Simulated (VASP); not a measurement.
**Li2Sm: single point with PBE**

Li2Sm:

```
Li Sm
1.0
     3.48187    0.00000    0.00000
    -1.74094    3.01539    0.00000
     0.00000    0.00000    4.22769
Li Sm
2 1
Cartesian
  0.0000 2.0103 2.1138
  1.7409 1.0051 2.1138
  0.0000 0.0000 0.0000
```

The cell was generated, and may not be a known phase.

```yaml
Program: VASP 6.6.1
Task: single point
Functional: PBE
Potentials_or_basis: VASP PAW PBE potentials, release 64 (Li_sv, Sm_3), 4f in core
Cutoff: 750 eV
k_mesh: 6 × 6 × 4
Occupations: gaussian, width 0.1 eV
Spin: no spin polarisation
```

The pressure is 26.3 GPa. The band gap on the k mesh is zero (an odd number of electrons rules out a gap without spin polarisation).

Stress tensor (GPa, compression positive):
```
21.79  0.00  0.00
 0.00 21.79  0.00
 0.00  0.00 35.26
```

Levels at points of the mesh, in eV from the Fermi level:
```csv
k point,band 6,band 7,band 8,band 9,band 10,band 11
"(0.00, 0.00, 0.00)",-19.26,-4.41,-0.81,1.44,1.44,1.73
"(0.50, 0.00, 0.00)",-19.51,-2.83,-0.87,-0.62,0.85,3.39
"(0.00, 0.00, 0.50)",-19.25,-3.64,-0.95,2.13,2.13,2.69
"(0.50, 0.00, 0.50)",-19.49,-1.89,-1.66,0.15,0.78,1.95
```

Wall time 14 s on 1 thread of AMD EPYC 9R45 96-Core Processor (Zen 5), with other jobs on the host, peak memory 0.18 GiB.

Caveat: the k points lie up to 0.37 Å⁻¹ apart, too coarse for converged energies and pressures of a metal; spin-orbit coupling is left out, which moves the levels of the heavy elements; the 4f electrons are frozen in the core, so they carry no moment and show no levels. Spin polarisation is off, so any magnetic state and its effect on volume and gap are missing.
